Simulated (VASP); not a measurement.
# Al2Ru (Fddd) in VASP: notebook, part 2 of 2

VASP 6.6.1. Earlier steps stand in the parts before.

## Step 4: Single point, PBEsol

This run uses another cell than the first one, of 13.75 Å³/atom.

File INCAR:

```
SYSTEM = Al2Ru
  PREC = Accurate
  ENCUT = 520
  EDIFF = 1E-6
  ISMEAR = 0
  SIGMA = 0.01
  LREAL = .False.
  LASPH = .True.
  NELM = 80
  ALGO = Normal
  ISIF = 2
  LWAVE = .False.
  LCHARG = .True.
  GGA = PS
  LELF = .True.
  LVHAR = .True.
  NBANDS = 29
```

File KPOINTS:

```
Automatic mesh
0
Gamma
  2 2 2
  0 0 0
```

File POSCAR:

```
Al2Ru
1.0
    0.0000000000      3.9942496067      4.3991827810
    2.3470281950      0.0000000000      4.3991827810
    2.3470281950      3.9942496067      0.0000000000
Al Ru
4 2
Direct
    0.0789990717      0.4210009283      0.0789990717
    0.4210009283      0.0789990717      0.4210009283
    0.1710009283      0.8289990717      0.1710009283
    0.8289990717      0.1710009283      0.8289990717
    0.7500000000      0.7500000000      0.7500000000
    0.5000000000      0.5000000000      0.5000000000
```

Potentials or basis: VASP PAW PBE potentials, release 64 (Al, Ru_pv).

Launch:

```bash
$ cat potpaw_PBE.64/Al/POTCAR potpaw_PBE.64/Ru_pv/POTCAR > POTCAR
$ mpirun -np 1 vasp_std > vasp.out
```

OUTCAR:

```text
SYSTEM = Al2Ru
   PREC = Accurate
   ENCUT = 520
   EDIFF = 1E-6
   ISMEAR = 0
   LREAL = .False.
   LASPH = .True.
   NELM = 80
   ISIF = 2
   GGA = PS

 ion  position               nearest neighbor table
   1  0.079  0.421  0.079-   6 2.57   6 2.57   3 2.60   3 2.60   5 2.63   2 2.66   2 2.66   5 2.72
                             5 2.72   2 2.73   4 3.19   4 3.19   4 3.19   4 3.19
   2  0.421  0.079  0.421-   6 2.57   6 2.57   4 2.60   4 2.60   5 2.63   1 2.66   1 2.66   5 2.72
                             5 2.72   1 2.73   3 3.19   3 3.19   3 3.19   3 3.19
   3  0.171  0.829  0.171-   5 2.57   5 2.57   1 2.60   1 2.60   6 2.63   4 2.66   4 2.66   6 2.72
                             6 2.72   4 2.73   2 3.19   2 3.19   2 3.19   2 3.19
   4  0.829  0.171  0.829-   5 2.57   5 2.57   2 2.60   2 2.60   6 2.63   3 2.66   3 2.66   6 2.72
                             6 2.72   3 2.73   1 3.19   1 3.19   1 3.19   1 3.19
   5  0.750  0.750  0.750-   4 2.57   3 2.57   4 2.57   3 2.57   1 2.63   2 2.63   2 2.72   2 2.72
                             1 2.72   1 2.72   6 3.19   6 3.19   6 3.19   6 3.19
   6  0.500  0.500  0.500-   1 2.57   2 2.57   1 2.57   2 2.57   3 2.63   4 2.63   3 2.72   3 2.72
                             4 2.72   4 2.72   5 3.19   5 3.19   5 3.19   5 3.19

  LATTYP: Found a face centered orthorhombic cell.
 ALAT       =     4.6940563900
 B/A-ratio  =     1.7018328179
 C/A-ratio  =     1.8743629882

  Lattice vectors:

 A1 = (   0.0000000000,   3.9942496067,   4.3991827810)
 A2 = (   2.3470281950,   0.0000000000,   4.3991827810)
 A3 = (   2.3470281950,   3.9942496067,   0.0000000000)

Analysis of symmetry for initial positions (statically):
=====================================================================
 Subroutine PRICEL returns:
 Original cell was already a primitive cell.

 Routine SETGRP: Setting up the symmetry group for a
 face centered orthorhombic supercell.

 Subroutine GETGRP returns: Found  8 space group operations
 (whereof  4 operations were pure point group operations)
 out of a pool of  8 trial point group operations.

The static configuration has the point symmetry D_2 .
 The point group associated with its full space group is D_2h.

Analysis of symmetry for dynamics (positions and initial velocities):
[... 128 lines left out ...]
   IVDW    =     0    specifies the selected vdW correction
   LEPSILON=     F    determine dielectric tensor
   LRPA    =     F    only Hartree local field effects (RPA)
 non-spin polarized calculation
 Gauss-broadening in eV      SIGMA  =   0.01
  energy-cutoff  :      520.00
  volume of cell :       82.48
 maximum number of plane-waves:      2230
 NGX is ok and might be reduce to    48
   NGX = 23   NGY = 19   NGZ = 17

 number of electron      40.0000001 magnetization

 Free energy of the ion-electron system (eV)
  ---------------------------------------------------
  ext. energy  EPLUGINS =         0.00000000
  ---------------------------------------------------
  free energy    TOTEN  =       -40.75141507 eV

  energy without entropy =      -40.75141507  energy(sigma->0) =      -40.75141507

 E-fermi :  10.6903     XC(G=0): -12.0062

 val. band max:       10.6108150730   @ k =   0.0000   0.0000   0.0000
 cond. band min:      10.8989523823   @ k =   0.5000   0.0000   0.0000
 fundamental gap:      0.2881373093
 Fermi energy:        10.6903498806

 k-point     1 :       0.0000    0.0000    0.0000
  band No.  band energies     occupation
      1     -32.1189      2.00000
      2     -32.0570      2.00000
      3     -32.0460      2.00000
      4     -32.0338      2.00000
      5     -32.0281      2.00000
      6     -31.9614      2.00000
[... 149 lines left out ...]
     28      16.7676      0.00000
     29      17.5092      0.00000

------------------------ aborting loop because EDIFF is reached ----------------------------------------

  FORCE on cell =-STRESS in cart. coord.  units (eV):
  Direction    XX          YY          ZZ          XY          YZ          ZX
  --------------------------------------------------------------------------------------
  -------------------------------------------------------------------------------------
  Total        0.0342108      0.0117115      0.0736646      0.0000000      0.0000000      0.0000000
  in kB        0.6645352      0.2274936      1.4309154      0.0000000      0.0000000      0.0000000
  external PRESSURE =       0.7743147 kB  Pullay stress =       0.0000000 kB

 VOLUME and BASIS-vectors are now :
 -----------------------------------------------------------------------------
  energy-cutoff  :      520.00
  volume of cell :       82.48
      direct lattice vectors                 reciprocal lattice vectors
     0.000000000  3.994249607  4.399182781    -0.213035362  0.125179958  0.113657473
     2.347028195  0.000000000  4.399182781     0.213035362 -0.125179958  0.113657473
     2.347028195  3.994249607  0.000000000     0.213035362  0.125179958 -0.113657473

 POSITION                                       TOTAL-FORCE (eV/Angst)
 -----------------------------------------------------------------------------------
      1.17351      0.63108      2.19959        -0.000000      0.005026      0.000000
      1.17351      3.36317      2.19959        -0.000000     -0.005026      0.000000
      2.34703      1.36604      4.39918        -0.000000     -0.005026      0.000000
      2.34703      6.62246      4.39918        -0.000000      0.005026      0.000000
      3.52054      5.99137      6.59877        -0.000000     -0.000000     -0.000000
      2.34703      3.99425      4.39918         0.000000     -0.000000      0.000000
 -----------------------------------------------------------------------------------
    total drift:                               -0.000000     -0.000000     -0.000000

  FREE ENERGIE OF THE ION-ELECTRON SYSTEM (eV)
  ---------------------------------------------------
  free  energy   TOTEN  =       -40.7514150679 eV

  energy  without entropy=      -40.7514150679  energy(sigma->0) =      -40.75141507
```

Run time: 48 s. Hardware: 1 thread of Intel Xeon 8259CL, shared host; peak memory 0.23 GiB.

What came out:

- Free energy: -40.7514 eV
- Pressure: 0.1 GPa
- Largest force: 0.005 eV/Å

Forces on the atoms (eV/Å):
```
Al   0.000  0.005  0.000
Al   0.000 -0.005  0.000
Al   0.000 -0.005  0.000
Al   0.000  0.005  0.000
Ru   0.000  0.000  0.000
Ru   0.000  0.000  0.000
```

Caveat: the k points lie up to 0.85 Å⁻¹ apart, too coarse for converged energies, forces and pressures; the PAW data sets were made with another functional, which shifts forces and pressure a little.

## Step 5: Relaxation of cell and atoms, PBEsol

This run uses another cell than the first one, of 13.74 Å³/atom.

File INCAR:

```
SYSTEM = Al2Ru
PREC = Accurate
ENCUT = 600
EDIFF = 1E-6
ISMEAR = 0
SIGMA = 0.01
LREAL = .FALSE.
LASPH = .TRUE.
NELM = 80
ALGO = Normal
ISIF = 3
LWAVE = .FALSE.
LCHARG = .FALSE.
GGA = PS
IBRION = 2
NSW = 80
EDIFFG = -0.01
```

File KPOINTS:

```
regular mesh
0
G
  2 2 2
  0 0 0
```

File POSCAR:

```
Al2Ru
1.0
    0.0000000000      3.9898374997      4.3915250777
    2.3524746913      0.0000000000      4.3915250777
    2.3524746913      3.9898374997      0.0000000000
Al Ru
4 2
Direct
    0.0790610300      0.4209389700      0.0790610300
    0.4209389700      0.0790610300      0.4209389700
    0.1709389700      0.8290610300      0.1709389700
    0.8290610300      0.1709389700      0.8290610300
    0.7500000000      0.7500000000      0.7500000000
    0.5000000000      0.5000000000      0.5000000000
```

Launch:

```bash
$ cat potpaw_PBE.64/Al/POTCAR potpaw_PBE.64/Ru_pv/POTCAR > POTCAR
$ mpirun -np 1 vasp_std > vasp.out
```

It took 2 min on 1 thread of Intel Xeon 8259CL, shared host; peak memory 0.25 GiB.

It converged, with:

- Free energy: -40.7521 eV
- Relaxed volume: 13.75 Å³/atom
- Relaxed cell: a = 5.943 Å, b = 4.987 Å, c = 4.633 Å, α = 76.20°, β = 54.59°, γ = 49.21°
- Space group after relaxing (to 0.1 Å): Fddd (No. 70)
- Energy gained by relaxing: 0.1 meV/atom
- Ionic steps: 5
- Pressure after relaxing: 0.0 GPa
- Largest force after relaxing: 0.006 eV/Å

Forces on the atoms (eV/Å):
```
Al   0.000  0.006  0.000
Al   0.000 -0.006  0.000
Al   0.000 -0.006  0.000
Al   0.000  0.006  0.000
Ru   0.000  0.000  0.000
Ru   0.000  0.000  0.000
```

Step by step:
```tsv
step	energy change (eV)	largest force (eV/Å)	pressure (GPa)	volume (Å³)
1	0.0000	0.0182	0.17	82.44
2	-0.0007	0.0132	-0.25	82.61
3	-0.0008	0.0044	-0.11	82.56
4	-0.0008	0.0063	0.10	82.46
5	-0.0009	0.0056	-0.02	82.51
```

Final structure:
```
CELL_PARAMETERS angstrom
0.00000 3.99416 4.40033
2.34725 0.00000 4.40033
2.34725 3.99416 0.00000
ATOMIC_POSITIONS crystal
Al 0.07899 0.42101 0.07899
Al 0.42101 0.07899 0.42101
Al 0.17101 0.82899 0.17101
Al 0.82899 0.17101 0.82899
Ru 0.75000 0.75000 0.75000
Ru 0.50000 0.50000 0.50000
```

Levels at points of the mesh, in eV from the Fermi level:
```tsv
k point	band 16	band 17	band 18	band 19	band 20	band 21	band 22	band 23	band 24
(0.00, 0.00, 0.00)	-3.09	-2.11	-1.38	-1.34	-0.09	1.51	2.18	2.22	2.47
(0.50, 0.00, 0.00)	-2.67	-2.35	-2.24	-1.29	-1.02	0.19	0.59	1.70	3.14
(0.50, 0.50, 0.00)	-2.47	-1.76	-1.76	-1.44	-1.44	2.12	2.12	2.33	2.33
(0.50, 0.00, 0.50)	-2.91	-2.42	-2.42	-1.60	-1.60	1.61	1.61	2.25	2.25
(0.00, 0.50, 0.50)	-2.96	-2.66	-2.66	-1.41	-1.41	0.20	0.20	4.53	4.53
```

Caveat: the k points lie up to 0.85 Å⁻¹ apart in the final cell, too coarse for converged energies, forces and pressures; the PAW data sets were made with another functional, which shifts forces and pressure a little.

## Step 6: Single point, PBEsol

This run uses another cell than the first one, of 13.70 Å³/atom.

File INCAR:

```
  PREC = Accurate
  ENCUT = 520
  EDIFF = 1E-7
  ISMEAR = 0
  SIGMA = 0.01
  LREAL = F
  LASPH = T
  NELM = 100
  ALGO = Normal
  ISIF = 2
  LWAVE = F
  LCHARG = F
  GGA = PS
  NBANDS = 29
```

File KPOINTS:

```
regular mesh
0
Gamma
  4 4 4
```

File POSCAR:

```
Al2Ru
1.0
    0.0000000000      3.9893574897      4.3837004607
    2.3504750248      0.0000000000      4.3837004607
    2.3504750248      3.9893574897      0.0000000000
Al Ru
4 2
Direct
    0.0789341367      0.4210658633      0.0789341367
    0.4210658633      0.0789341367      0.4210658633
    0.1710658633      0.8289341367      0.1710658633
    0.8289341367      0.1710658633      0.8289341367
    0.7500000000      0.7500000000      0.7500000000
    0.5000000000      0.5000000000      0.5000000000
```

Potentials or basis: VASP PAW PBE potentials, release 64 (Al, Ru_pv).

Launch:

```bash
$ cat potpaw_PBE.64/Al/POTCAR potpaw_PBE.64/Ru_pv/POTCAR > POTCAR
$ mpirun -np 1 vasp_std > vasp.out
```

It took 96 s on 1 thread of Intel Xeon 8259CL, shared host; peak memory 0.25 GiB.

It converged, with:

```yaml
Free_energy: -40.8306 eV
Pressure: 0.1 GPa
```

Levels at points of the mesh, in eV from the Fermi level:
```tsv
k point	band 16	band 17	band 18	band 19	band 20	band 21	band 22	band 23	band 24	band 25
(0.00, 0.00, 0.00)	-3.01	-2.07	-1.31	-1.30	-0.06	1.62	2.23	2.30	2.54	2.72
(0.50, 0.00, 0.00)	-2.60	-2.24	-2.17	-1.20	-0.95	0.28	0.67	1.78	3.22	4.17
(0.50, 0.50, 0.00)	-2.41	-1.65	-1.65	-1.41	-1.41	2.19	2.19	2.41	2.41	3.58
(0.50, 0.00, 0.50)	-2.85	-2.35	-2.35	-1.51	-1.51	1.70	1.70	2.37	2.37	3.18
(0.00, 0.50, 0.50)	-2.92	-2.58	-2.58	-1.33	-1.33	0.29	0.29	4.60	4.60	4.78
```

Caveat: the k points lie up to 0.43 Å⁻¹ apart; the PAW data sets were made with another functional, which shifts forces and pressure a little.

## Step 7: Overview

```csv
task,cell,k mesh,cutoff (eV),pressure (GPa),relaxed volume (Å³/atom),largest force (eV/Å)
single point,"a = 6.213, b = 4.850, c = 5.046 Å, angles 77.8, 49.7, 52.5°, 6 atoms, atomic positions A",1 × 1 × 1,520,0.1,-,0.01
relaxation of cell and atoms,"relaxed from a = 5.933, b = 4.982, c = 4.632 Å, angles 76.1, 54.6, 49.3°, 6 atoms, atomic positions B",1 × 1 × 1,600,0.1,14.63,-
single point,"a = 5.942, b = 4.986, c = 4.633 Å, angles 76.2, 54.6, 49.2°, 6 atoms, atomic positions B",2 × 2 × 2,520,0.1,-,0.01
relaxation of cell and atoms,"relaxed from a = 5.933, b = 4.982, c = 4.632 Å, angles 76.1, 54.6, 49.3°, 6 atoms, atomic positions B",2 × 2 × 2,600,0.0,13.75,0.01
single point,"a = 5.927, b = 4.974, c = 4.630 Å, angles 76.1, 54.6, 49.3°, 6 atoms, atomic positions C",4 × 4 × 4,520,0.1,-,-
```

Alike in all rows: level PBEsol; potentials or basis VASP PAW PBE potentials, release 64 (Al, Ru_pv); no spin polarisation; smearing gaussian 0.01 eV.

Caveats: all runs use coarse meshes; the PAW data sets were made with another functional, which shifts forces and pressure a little.

Absolute energies hang on the potentials; compare differences alone.
